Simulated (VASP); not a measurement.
# Al (P6_3/mmc) in VASP: further runs

Al is run at these levels: LDA; tasks: single point.

Program: VASP 6.6.1. These are calculated values, not measurements. Logs are shortened: lines on timing, memory, paths and dates and some standing lists are left out, and cuts for length are marked.

**1. The cell of the first run**

Symmetry: P6_3/mmc, No. 194, hexagonal system. The conventional cell has a = 2.753 Å, b = 2.753 Å, c = 4.593 Å, α = 90.00°, β = 90.00°, γ = 120.00°. Within 3.6 Å of Al (site symmetry -6m2) lie 12 Al at 2.75 to 2.79 Å.

**2. Single point, LDA**

File INCAR:

```
ALGO = Fast
EDIFF = 1E-6
ENCUT = 520
GGA = CA
ISIF = 2
ISMEAR = 0
LASPH = T
LCHARG = F
LREAL = F
LWAVE = F
NBANDS = 10
NELM = 60
PREC = Accurate
SIGMA = 0.15
```

File KPOINTS:

```
k-points
0
Gamma
  18 18 10
```

File POSCAR:

```
Al
1.0
    2.7534000000      0.0000000000      0.0000000000
   -1.3767000000      2.3845143468      0.0000000000
    0.0000000000      0.0000000000      4.5925000000
Al
2
Direct
    0.6666666667      0.3333333333      0.7500000000
    0.3333333333      0.6666666667      0.2500000000
```

Potentials or basis: VASP PAW LDA potentials, release 64 (Al).

Command:

```console
> cat potpaw_LDA.64/Al/POTCAR > POTCAR
> mpirun -np 1 vasp_std > vasp.out
```

OUTCAR:

```text
EDIFF = 1E-6
   ENCUT = 520
   GGA = CA
   ISIF = 2
   ISMEAR = 0
   LASPH = T
   LREAL = F
   NELM = 60
   PREC = Accurate

 ion  position               nearest neighbor table
   1  0.667  0.333  0.750-   2 2.79   2 2.79   2 2.79   2 2.79   2 2.79   2 2.79
   2  0.333  0.667  0.250-   1 2.79   1 2.79   1 2.79   1 2.79   1 2.79   1 2.79

  LATTYP: Found a hexagonal cell.
 ALAT       =     2.7534000000
 C/A-ratio  =     1.6679378223

  Lattice vectors:

 A1 = (   2.7534000000,   0.0000000000,   0.0000000000)
 A2 = (  -1.3767000000,   2.3845143468,   0.0000000000)
 A3 = (   0.0000000000,   0.0000000000,   4.5925000000)

Analysis of symmetry for initial positions (statically):
=====================================================================
 Subroutine PRICEL returns:
 Original cell was already a primitive cell.

 Routine SETGRP: Setting up the symmetry group for a
 hexagonal supercell.

 Subroutine GETGRP returns: Found 24 space group operations
 (whereof 12 operations were pure point group operations)
 out of a pool of 24 trial point group operations.

The static configuration has the point symmetry D_3d.
 The point group associated with its full space group is D_6h.

Analysis of symmetry for dynamics (positions and initial velocities):
=====================================================================
 Subroutine PRICEL returns:
 Original cell was already a primitive cell.

 Routine SETGRP: Setting up the symmetry group for a
 hexagonal supercell.

 Subroutine GETGRP returns: Found 24 space group operations
 (whereof 12 operations were pure point group operations)
 out of a pool of 24 trial point group operations.

The dynamic configuration has the point symmetry D_3d.
 The point group associated with its full space group is D_6h.

 Subroutine INISYM returns: Found 24 space group operations
 (whereof 12 operations are pure point group operations),
 and found     1 'primitive' translations

----------------------------------------------------------------------------------------

                                     Primitive cell

  volume of cell :      30.1522

  direct lattice vectors                    reciprocal lattice vectors
     2.753400000  0.000000000  0.000000000     0.363187332  0.209686304  0.000000000
    -1.376700000  2.384514347  0.000000000     0.000000000  0.419372608  0.000000000
     0.000000000  0.000000000  4.592500000     0.000000000  0.000000000  0.217746326

  length of vectors
     2.753400000  2.753400000  4.592500000     0.419372608  0.419372608  0.217746326

  position of ions in fractional coordinates (direct lattice)
     0.666666667  0.333333333  0.750000000
     0.333333333  0.666666667  0.250000000

  ion indices of the primitive-cell ions
   primitive index   ion index
                 1           1
                 2           2

----------------------------------------------------------------------------------------

 KPOINTS: k-points

Automatic generation of k-mesh.
 Grid dimensions read from file:
 generate k-points for:   18   18   10

 Generating k-lattice:

  Cartesian coordinates                     Fractional coordinates (reciprocal lattice)
     0.020177074  0.011649239  0.000000000     0.055555556  0.000000000  0.000000000
     0.000000000  0.023298478  0.000000000     0.000000000  0.055555556  0.000000000
     0.000000000  0.000000000  0.021774633     0.000000000  0.000000000  0.100000000

  Length of vectors
     0.023298478  0.023298478  0.021774633

  Shift w.r.t. Gamma in fractional coordinates (k-lattice)
     0.000000000  0.000000000  0.000000000

 Subroutine IBZKPT returns following result:
 ===========================================

 Found    222 irreducible k-points:

 Following reciprocal coordinates:
            Coordinates               Weight
  0.000000  0.000000  0.000000      1.000000
  0.055556  0.000000  0.000000      6.000000
  0.111111  0.000000  0.000000      6.000000
  0.166667  0.000000  0.000000      6.000000
  0.222222  0.000000  0.000000      6.000000
  0.277778  0.000000  0.000000      6.000000
[... 16 lines left out ...]
  0.333333  0.111111  0.000000     12.000000
  0.388889  0.111111  0.000000     12.000000
 [... further k-points ...]
   k-points           NKPTS =    222   k-points in BZ     NKDIM =    222   number of bands    NBANDS=     10
   number of dos      NEDOS =    301   number of ions     NIONS =      2
   total plane-waves  NPLWV =  14400
   dimension x,y,z NGX =    20 NGY =   20 NGZ =   36
   dimension x,y,z NGXF=    40 NGYF=   40 NGZF=   72
   ions per type =               2
   NGX,Y,Z   is equivalent  to a cutoff of  12.08, 12.08, 13.03 a.u.
   NGXF,Y,Z  is equivalent  to a cutoff of  24.15, 24.15, 26.06 a.u.
 SYSTEM =  unknown system
   PREC   = accura    normal or accurate (medium, high low for compatibility)
   ISTART =      0    job   : 0-new  1-cont  2-samecut
   ICHARG =      2    charge: 1-file 2-atom 10-const
   ISPIN  =      1    spin polarized calculation?
   LNONCOLLINEAR =      F non collinear calculations
   LSORBIT =      F    spin-orbit coupling
   LASPH  =      T    aspherical Exc in radial PAW
   ENCUT  =  520.0 eV  38.22 Ry    6.18 a.u.   5.12  5.12  8.54*2*pi/ulx,y,z
   NELM   =     60;   NELMIN=  2; NELMDL= -5     # of ELM steps
   EDIFF  = 0.1E-05   stopping-criterion for ELM
   LREAL  =      F    real-space projection
   EDIFFG = 0.1E-04   stopping-criterion for IOM
   NSW    =      0    number of steps for IOM
   IBRION =     -1    ionic relax: 0-MD 1-quasi-New 2-CG
   NFREE  =      0    steps in history (QN), initial steepest desc. (CG)
   ISIF   =      2    stress and relaxation
   ISYM   =      2    0-nonsym 1-usesym 2-fastsym
   POTIM  = 0.5000    time-step for ionic-motion
   TEBEG  =    0.0;   TEEND  =   0.0 temperature during run
   PSTRESS=    0.0 pullay stress
   NELECT =       6.0000    total number of electrons
   NUPDOWN=      -1.0000    fix difference up-down
   EMIN   =  10.00;   EMAX   =-10.00  energy-range for DOS
   EFERMI =   0.00;   METHOD = LEGACY
   ISMEAR =     0;   SIGMA  =   0.15  broadening in eV -4-tet -1-fermi 0-gaus
   EFERMI_NEDOS =   21; number of points for ismear=-14 and -15
   IALGO  =     68    algorithm
   IMIX   =      4    mixing-type and parameters
     AMIX     =   0.40;   BMIX     =  1.00
     AMIX_MAG =   1.60;   BMIX_MAG =  1.00
  volume/ion in A,a.u.               =      15.08       101.74
  Fermi-wavevector in a.u.,A,eV,Ry     =   0.955768  1.806139 12.428817  0.913492
  Thomas-Fermi vector in A             =   2.084635
   LORBIT       =      0    0 simple, 1 ext, 2 COOP (PROOUT), +10 PAW based schemes
   GGA     = CA    functional components
   LHFCALC =     F    Hartree Fock is set to
   AEXX    =    0.0000 exact exchange contribution
   IVDW    =     0    specifies the selected vdW correction
   LEPSILON=     F    determine dielectric tensor
   LRPA    =     F    only Hartree local field effects (RPA)
 non-spin polarized calculation
 RMM-DIIS sequential band-by-band and
 Gauss-broadening in eV      SIGMA  =   0.15
  energy-cutoff  :      520.00
  volume of cell :       30.15
 maximum number of plane-waves:       828
   NGX = 11   NGY = 11   NGZ = 17

 number of electron       6.0000000 magnetization

 Free energy of the ion-electron system (eV)
  ---------------------------------------------------
  ext. energy  EPLUGINS =         0.00000000
  ---------------------------------------------------
  free energy    TOTEN  =        -8.28846000 eV

  energy without entropy =       -8.27813441  energy(sigma->0) =       -8.28329720

 E-fermi :   8.7560     XC(G=0): -10.6830

 val. band max:        8.7210526525   @ k =   0.3333   0.1667   0.0000
 cond. band min:       8.7600859222   @ k =   0.5000   0.0000   0.1000
 fundamental gap:      0.0390332697
 Fermi energy:         8.7560070411

 k-point     1 :       0.0000    0.0000    0.0000
  band No.  band energies     occupation
      1      -2.9784      2.00000
      2       3.7284      2.00000
      3       3.9689      2.00000
      4      20.3369      0.00000
      5      20.3369      0.00000
      6      20.4781      0.00000
      7      20.4781      0.00000
      8      20.9956      0.00000
      9      23.3543      0.00000
     10      23.9340      0.00000

 k-point     2 :       0.0556    0.0000    0.0000
  band No.  band energies     occupation
      1      -2.8983      2.00000
      2       3.8023      2.00000
      3       4.0467      2.00000
      4      18.5436      0.00000
      5      19.2682      0.00000
      6      20.3107      0.00000
      7      21.6687      0.00000
      8      21.7518      0.00000
      9      23.3496      0.00000
     10      24.3340      0.00000

 k-point     3 :       0.1111    0.0000    0.0000
  band No.  band energies     occupation
      1      -2.6584      2.00000
      2       4.0238      2.00000
      3       4.2791      2.00000
      4      16.3551      0.00000
      5      18.2648      0.00000
      6      19.5001      0.00000
      7      21.7304      0.00000
      8      22.3518      0.00000
      9      22.9398      0.00000
     10      23.2992      0.00000

 k-point     4 :       0.1667    0.0000    0.0000
  band No.  band energies     occupation
      1      -2.2595      2.00000
      2       4.3931      2.00000
      3       4.6624      2.00000
      4      14.1842      0.00000
      5      17.3957      0.00000
      6      18.4877      0.00000
      7      20.2987      0.00000
      8      20.5868      0.00000
      9      22.9757      0.00000
     10      23.1689      0.00000

 k-point     5 :       0.2222    0.0000    0.0000
  band No.  band energies     occupation
      1      -1.7031      2.00000
      2       4.9103      2.00000
      3       5.1892      2.00000
      4      12.1088      0.00000
      5      16.6616      0.00000
      6      17.2971      0.00000
      7      18.2416      0.00000
      8      19.3170      0.00000
      9      22.3955      0.00000
     10      22.6680      0.00000

 k-point     6 :       0.2778    0.0000    0.0000
  band No.  band energies     occupation
      1      -0.9916      2.00000
      2       5.5751      2.00000
      3       5.8384      2.00000
      4      10.1705      0.00000
      5      15.9122      0.00000
      6      16.0621      0.00000
      7      16.2811      0.00000
      8      18.3351      0.00000
      9      21.8928      0.00000
     10      22.0013      0.00000
[... 183 lines left out ...]
 k-point    21 :       0.2222    0.1111    0.0000
  band No.  band energies     occupation
      1      -0.7553      2.00000
      2       5.7968      2.00000
      3       6.0544      2.00000
      4      10.3760      0.00000
      5      12.9101      0.00000
      6      16.4398      0.00000
      7      16.8962      0.00000
      8      19.3614      0.00000
      9      19.4515      0.00000
     10      20.9527      0.00000

 k-point    22 :       0.2778    0.1111    0.0000
  band No.  band energies     occupation
      1       0.1071      2.00000
      2       6.6085      2.00000
      3       6.7066      2.00000
      4       8.6949      1.43527
      5      12.3342      0.00000
      6      14.6405      0.00000
      7      15.3204      0.00000
      8      18.7953      0.00000
      9      19.0224      0.00000
     10      20.5293      0.00000

 k-point    23 :       0.3333    0.1111    0.0000
  band No.  band energies     occupation
      1       1.1182      2.00000
      2       6.3709      2.00000
      3       7.5644      2.00000
      4       8.2540      2.00000
      5      11.8029      0.00000
      6      12.9627      0.00000
      7      13.9499      0.00000
      8      18.4006      0.00000
      9      18.7107      0.00000
     10      20.2095      0.00000

 k-point    24 :       0.3889    0.1111    0.0000
  band No.  band energies     occupation
      1       2.2730      2.00000
      2       4.9703      2.00000
      3       8.6502      1.68138
      4       9.1103      0.00084
      5      11.1317      0.00000
      6      11.4391      0.00000
      7      13.0067      0.00000
      8      18.1660      0.00000
      9      18.5217      0.00000
     10      20.0127      0.00000

 [... further k-points ...]

------------------------ aborting loop because EDIFF is reached ----------------------------------------

  FORCE on cell =-STRESS in cart. coord.  units (eV):
  Direction    XX          YY          ZZ          XY          YZ          ZX
  --------------------------------------------------------------------------------------
  -------------------------------------------------------------------------------------
  Total        0.9975633      0.9975633      0.9343052      0.0000000     -0.0000000      0.0000000
  in kB       53.0069287     53.0069287     49.6456182      0.0000000     -0.0000000      0.0000000
  external PRESSURE =      51.8864919 kB  Pullay stress =       0.0000000 kB

 VOLUME and BASIS-vectors are now :
 -----------------------------------------------------------------------------
  energy-cutoff  :      520.00
  volume of cell :       30.15
      direct lattice vectors                 reciprocal lattice vectors
     2.753400000  0.000000000  0.000000000     0.363187332  0.209686304  0.000000000
    -1.376700000  2.384514347  0.000000000     0.000000000  0.419372608  0.000000000
     0.000000000  0.000000000  4.592500000     0.000000000  0.000000000  0.217746326

 POSITION                                       TOTAL-FORCE (eV/Angst)
 -----------------------------------------------------------------------------------
      1.37670      0.79484      3.44437         0.000000     -0.000000      0.000000
     -0.00000      1.58968      1.14813        -0.000000      0.000000      0.000000
 -----------------------------------------------------------------------------------
    total drift:                                0.000000     -0.000000     -0.000000

  FREE ENERGIE OF THE ION-ELECTRON SYSTEM (eV)
  ---------------------------------------------------
  free  energy   TOTEN  =        -8.2884600013 eV

  energy  without entropy=       -8.2781344064  energy(sigma->0) =       -8.28329720
```

Wall time 29 s (1 thread of Intel Xeon 6975P-C, shared host); peak memory 0.16 GiB.

What came out:

```yaml
Free_energy: -8.2885 eV
Pressure: 5.2 GPa
Band_gap_on_the_k_mesh: zero (band 3 reaches 12.88 eV, above the bottom of band 4 at 5.48 eV)
```

Stress tensor (GPa, compression positive):
```
5.30 0.00 0.00
0.00 5.30 0.00
0.00 0.00 4.96
```

[end of part 1 of 2]
